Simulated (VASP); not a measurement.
# ZrS (Fm-3m) in VASP: notebook

The runs below take ZrS through relaxation of cell and atoms, with r2SCAN, LDA.

All numbers are computed with VASP 6.6.1; they aren't measurements. Logs are shortened: lines on timing, memory, paths and dates and some standing lists are left out, and cuts for length are marked.

## Step 1: The cell of the first run

The structure is cubic, space group Fm-3m (No. 225). Conventional cell: a = 5.250 Å, b = 5.250 Å, c = 5.250 Å, α = 90.00°, β = 90.00°, γ = 90.00°. Within 3.5 Å of Zr (site symmetry m-3m) lie 6 S at 2.62 Å. Within 3.5 Å of S (site symmetry m-3m) lie 6 Zr at 2.62 Å.

## Step 2: Relaxation of cell and atoms, r2SCAN

POSCAR reads:

```
ZrS
1.0
    0.0000000000      2.6250000000      2.6250000000
    2.6250000000      0.0000000000      2.6250000000
    2.6250000000      2.6250000000      0.0000000000
Zr S
1 1
Direct
    0.0000000000      0.0000000000      0.0000000000
    0.5000000000      0.5000000000      0.5000000000
```

INCAR.step1 reads:

```
  ALGO = Normal
  EDIFF = 1E-4
  ENCUT = 600
  GGA = PE
  ISMEAR = 0
  LASPH = True
  LCHARG = False
  LREAL = False
  LWAVE = True
  NELM = 60
  PREC = Accurate
  SIGMA = 0.1
```

INCAR.step2 reads:

```
  ALGO = Normal
  EDIFF = 1E-6
  EDIFFG = -0.01
  ENCUT = 600
  IBRION = 2
  ISIF = 3
  ISMEAR = 0
  ISTART = 1
  LASPH = True
  LCHARG = False
  LMIXTAU = True
  LREAL = False
  LWAVE = False
  METAGGA = R2SCAN
  NELM = 60
  NSW = 80
  PREC = Accurate
  SIGMA = 0.1
```

KPOINTS reads:

```
k-points
0
Gamma
  8 8 8
```

Potentials or basis: VASP PAW PBE potentials, release 64 (Zr_sv, S).

The run is started by

```sh
cat potpaw_PBE.64/Zr_sv/POTCAR potpaw_PBE.64/S/POTCAR > POTCAR
cp INCAR.step1 INCAR
mpirun -np 1 vasp_std > vasp.out
cp INCAR.step2 INCAR
mpirun -np 1 vasp_std > vasp.out
```

OUTCAR:

```text
EDIFF = 1E-6
   EDIFFG = -0.01
   ENCUT = 600
   IBRION = 2
   ISIF = 3
   ISMEAR = 0
   ISTART = 1
   LASPH = True
   LREAL = False
   METAGGA = R2SCAN
   NELM = 60
   NSW = 80
   PREC = Accurate

 ion  position               nearest neighbor table
   1  0.000  0.000  0.000-   2 2.62   2 2.62   2 2.62   2 2.62   2 2.62   2 2.62
   2  0.500  0.500  0.500-   1 2.62   1 2.62   1 2.62   1 2.62   1 2.62   1 2.62

  LATTYP: Found a face centered cubic cell.
 ALAT       =     5.2500000000

  Lattice vectors:

 A1 = (   0.0000000000,   2.6250000000,   2.6250000000)
 A2 = (   2.6250000000,   0.0000000000,   2.6250000000)
 A3 = (   2.6250000000,   2.6250000000,   0.0000000000)

Analysis of symmetry for initial positions (statically):
=====================================================================
 Subroutine PRICEL returns:
 Original cell was already a primitive cell.

 Routine SETGRP: Setting up the symmetry group for a
 face centered cubic supercell.

 Subroutine GETGRP returns: Found 48 space group operations
 (whereof 48 operations were pure point group operations)
 out of a pool of 48 trial point group operations.

The static configuration has the point symmetry O_h .

Analysis of symmetry for dynamics (positions and initial velocities):
=====================================================================
 Subroutine PRICEL returns:
 Original cell was already a primitive cell.

 Routine SETGRP: Setting up the symmetry group for a
 face centered cubic supercell.

 Subroutine GETGRP returns: Found 48 space group operations
 (whereof 48 operations were pure point group operations)
 out of a pool of 48 trial point group operations.

The dynamic configuration has the point symmetry O_h .

 Subroutine INISYM returns: Found 48 space group operations
 (whereof 48 operations are pure point group operations),
 and found     1 'primitive' translations

----------------------------------------------------------------------------------------

                                     Primitive cell

  volume of cell :      36.1758

  direct lattice vectors                    reciprocal lattice vectors
     0.000000000  2.625000000  2.625000000    -0.190476190  0.190476190  0.190476190
     2.625000000  0.000000000  2.625000000     0.190476190 -0.190476190  0.190476190
     2.625000000  2.625000000  0.000000000     0.190476190  0.190476190 -0.190476190

  length of vectors
     3.712310601  3.712310601  3.712310601     0.329914440  0.329914440  0.329914440

  position of ions in fractional coordinates (direct lattice)
     0.000000000  0.000000000  0.000000000
     0.500000000  0.500000000  0.500000000

  ion indices of the primitive-cell ions
   primitive index   ion index
                 1           1
                 2           2

----------------------------------------------------------------------------------------

 KPOINTS: k-points

Automatic generation of k-mesh.
 Grid dimensions read from file:
 generate k-points for:    8    8    8

 Generating k-lattice:

  Cartesian coordinates                     Fractional coordinates (reciprocal lattice)
    -0.023809524  0.023809524  0.023809524     0.125000000  0.000000000  0.000000000
     0.023809524 -0.023809524  0.023809524     0.000000000  0.125000000  0.000000000
     0.023809524  0.023809524 -0.023809524     0.000000000  0.000000000  0.125000000

  Length of vectors
     0.041239305  0.041239305  0.041239305

  Shift w.r.t. Gamma in fractional coordinates (k-lattice)
     0.000000000  0.000000000  0.000000000

 Subroutine IBZKPT returns following result:
 ===========================================

 Found     29 irreducible k-points:

 Following reciprocal coordinates:
            Coordinates               Weight
  0.000000  0.000000  0.000000      1.000000
  0.125000  0.000000  0.000000      8.000000
  0.250000  0.000000  0.000000      8.000000
  0.375000  0.000000  0.000000      8.000000
  0.500000  0.000000  0.000000      4.000000
  0.125000  0.125000  0.000000      6.000000
[... 16 lines left out ...]
  0.500000  0.250000  0.125000     48.000000
 -0.375000  0.250000  0.125000     24.000000
 [... further k-points ...]
   k-points           NKPTS =     29   k-points in BZ     NKDIM =     29   number of bands    NBANDS=     13
   number of dos      NEDOS =    301   number of ions     NIONS =      2
   total plane-waves  NPLWV =  27000
   dimension x,y,z NGX =    30 NGY =   30 NGZ =   30
   dimension x,y,z NGXF=    60 NGYF=   60 NGZF=   60
   ions per type =               1   1
   NGX,Y,Z   is equivalent  to a cutoff of  13.43, 13.43, 13.43 a.u.
   NGXF,Y,Z  is equivalent  to a cutoff of  26.87, 26.87, 26.87 a.u.
 SYSTEM =  unknown system
   PREC   = accura    normal or accurate (medium, high low for compatibility)
   ISTART =      1    job   : 0-new  1-cont  2-samecut
   ICHARG =      0    charge: 1-file 2-atom 10-const
   ISPIN  =      1    spin polarized calculation?
   LNONCOLLINEAR =      F non collinear calculations
   LSORBIT =      F    spin-orbit coupling
   LASPH  =      T    aspherical Exc in radial PAW
   ENCUT  =  600.0 eV  44.10 Ry    6.64 a.u.   7.41  7.41  7.41*2*pi/ulx,y,z
   NELM   =     60;   NELMIN=  2; NELMDL=  0     # of ELM steps
   EDIFF  = 0.1E-05   stopping-criterion for ELM
   LREAL  =      F    real-space projection
   EDIFFG = -.1E-01   stopping-criterion for IOM
   NSW    =     80    number of steps for IOM
   IBRION =      2    ionic relax: 0-MD 1-quasi-New 2-CG
   NFREE  =      1    steps in history (QN), initial steepest desc. (CG)
   ISIF   =      3    stress and relaxation
   ISYM   =      2    0-nonsym 1-usesym 2-fastsym
   POTIM  = 0.5000    time-step for ionic-motion
   TEBEG  =    0.0;   TEEND  =   0.0 temperature during run
   PSTRESS=    0.0 pullay stress
   NELECT =      18.0000    total number of electrons
   NUPDOWN=      -1.0000    fix difference up-down
   EMIN   =  10.00;   EMAX   =-10.00  energy-range for DOS
   EFERMI =   0.00;   METHOD = LEGACY
   ISMEAR =     0;   SIGMA  =   0.10  broadening in eV -4-tet -1-fermi 0-gaus
   EFERMI_NEDOS =   21; number of points for ismear=-14 and -15
   IALGO  =     38    algorithm
   IMIX   =      4    mixing-type and parameters
     AMIX     =   0.40;   BMIX     =  1.00
     AMIX_MAG =   1.60;   BMIX_MAG =  1.00
  volume/ion in A,a.u.               =      18.09       122.06
  Fermi-wavevector in a.u.,A,eV,Ry     =   1.297258  2.451462 22.896950  1.682878
  Thomas-Fermi vector in A             =   2.428662
   LORBIT       =      0    0 simple, 1 ext, 2 COOP (PROOUT), +10 PAW based schemes
   METAGGA = R2SCAN    functional components
   LHFCALC =     F    Hartree Fock is set to
   AEXX    =    0.0000 exact exchange contribution
   IVDW    =     0    specifies the selected vdW correction
   LEPSILON=     F    determine dielectric tensor
   LRPA    =     F    only Hartree local field effects (RPA)
 conjugate gradient relaxation of ions
 non-spin polarized calculation
 Gauss-broadening in eV      SIGMA  =   0.10
  energy-cutoff  :      600.00
  volume of cell :       36.18
 maximum number of plane-waves:      1243
 NGX is ok and might be reduce to    30
   NGX = 15   NGY = 15   NGZ = 15

--------------------------------------- Ionic step        1  -------------------------------------------

 number of electron      17.9999999 magnetization

 Free energy of the ion-electron system (eV)
  ---------------------------------------------------
  ext. energy  EPLUGINS =         0.00000000
  ---------------------------------------------------
  free energy    TOTEN  =       -33.88016892 eV

  energy without entropy =      -33.87405050  energy(sigma->0) =      -33.87710971

------------------------ aborting loop because EDIFF is reached ----------------------------------------

  FORCE on cell =-STRESS in cart. coord.  units (eV):
  Direction    XX          YY          ZZ          XY          YZ          ZX
  --------------------------------------------------------------------------------------
  -------------------------------------------------------------------------------------
  Total       -0.4756696     -0.4756696     -0.4756696      0.0000000      0.0000000     -0.0000000
  in kB      -21.0667768    -21.0667768    -21.0667768      0.0000000      0.0000000     -0.0000000
  external PRESSURE =     -21.0667768 kB  Pullay stress =       0.0000000 kB
[... 57 lines left out ...]
  energy  without entropy=      -33.8725403595  energy(sigma->0) =      -33.87534167

--------------------------------------- Ionic step        3  -------------------------------------------

 number of electron      17.9999999 magnetization

 Free energy of the ion-electron system (eV)
  ---------------------------------------------------
  ext. energy  EPLUGINS =         0.00000000
  ---------------------------------------------------
  free energy    TOTEN  =       -33.88389721 eV

  energy without entropy =      -33.87801687  energy(sigma->0) =      -33.88095704

 E-fermi :  11.1948     XC(G=0): -12.0428

 val. band max:       11.1442423447   @ k =  -0.2500   0.5000   0.2500
 cond. band min:      11.2291236618   @ k =  -0.3750   0.2500   0.0000
 fundamental gap:      0.0848813171
 Fermi energy:        11.1947835827

 k-point     1 :       0.0000    0.0000    0.0000
  band No.  band energies     occupation
      1     -40.6774      2.00000
      2     -17.9624      2.00000
      3     -17.9624      2.00000
      4     -17.9624      2.00000
      5      -5.7481      2.00000
      6       7.1319      2.00000
      7       7.1319      2.00000
      8       7.1319      2.00000
      9       9.6826      2.00000
     10       9.6826      2.00000
     11       9.6826      2.00000
     12      10.4340      2.00000
     13      10.4340      2.00000
[... 353 lines left out ...]
 k-point    24 :      -0.3750    0.2500    0.1250
  band No.  band energies     occupation
      1     -40.6429      2.00000
      2     -18.2794      2.00000
      3     -18.0824      2.00000
      4     -18.0257      2.00000
      5      -4.3353      2.00000
      6       3.2764      2.00000
      7       4.6692      2.00000
      8       4.8530      2.00000
      9      11.4528      0.00026
     10      11.7725      0.00000
     11      13.1529      0.00000
     12      14.5895      0.00000
     13      14.9115      0.00000

 [... further k-points ...]
[... 5 lines left out ...]
  --------------------------------------------------------------------------------------
  -------------------------------------------------------------------------------------
  Total       -0.0017125     -0.0017125     -0.0017125      0.0000000      0.0000000     -0.0000000
  in kB       -0.0770283     -0.0770283     -0.0770283      0.0000000      0.0000000     -0.0000000
  external PRESSURE =      -0.0770283 kB  Pullay stress =       0.0000000 kB
[... 17 lines left out ...]
  FREE ENERGIE OF THE ION-ELECTRON SYSTEM (eV)
  ---------------------------------------------------
  free  energy   TOTEN  =       -33.8838972101 eV

  energy  without entropy=      -33.8780168654  energy(sigma->0) =      -33.88095704

 reached required accuracy - stopping structural energy minimisation
```

Run time: 1.8 min. Hardware: 1 thread of AMD EPYC 9R45 (Zen 5), shared host; peak memory 0.16 GiB.

What came out:

```yaml
Free_energy: -33.8839 eV
Relaxed_volume: 17.81 Å³/atom
Relaxed_cell: a = 3.693 Å, b = 3.693 Å, c = 3.693 Å, α = 60.00°, β = 60.00°, γ = 60.00°
Space_group_after_relaxing_to_0.1_Å: Fm-3m (No. 225)
Energy_gained_by_relaxing: 1.9 meV/atom
Ionic_steps: 3
Pressure_after_relaxing: 0.0 GPa
```

Step by step:
```csv
step,energy change (eV),largest force (eV/Å),pressure (GPa),volume (Å³)
1,0.0000,0.0000,-2.11,36.18
2,0.0020,0.0000,2.79,34.94
3,-0.0037,0.0000,-0.01,35.62
```

Final structure:
```xyz
2
Lattice="0.0000 2.6115 2.6115 2.6115 0.0000 2.6115 2.6115 2.6115 0.0000" Properties=species:S:1:pos:R:3 pbc="T T T"
Zr    0.0000    0.0000    0.0000
S     2.6115    2.6115    2.6115
```

Levels at points of the mesh, in eV from the Fermi level:
| k point | band 5 | band 6 | band 7 | band 8 | band 9 | band 10 | band 11 | band 12 | band 13 |
| --- | --- | --- | --- | --- | --- | --- | --- | --- | --- |
| (0.00, 0.00, 0.00) | -16.94 | -4.06 | -4.06 | -4.06 | -1.51 | -1.51 | -1.51 | -0.76 | -0.76 |
| (0.50, 0.00, 0.00) | -15.31 | -8.65 | -6.57 | -6.57 | 1.49 | 1.49 | 1.85 | 2.05 | 5.86 |
| (0.50, 0.50, 0.00) | -16.07 | -6.86 | -5.04 | -5.04 | -3.66 | 0.49 | 2.40 | 2.40 | 3.06 |

Caveat: the highest band is partly filled, so the run has too few bands; the PAW data sets were made with another functional, which shifts forces and pressure a little.

(Part 1 of 2 ends here.)
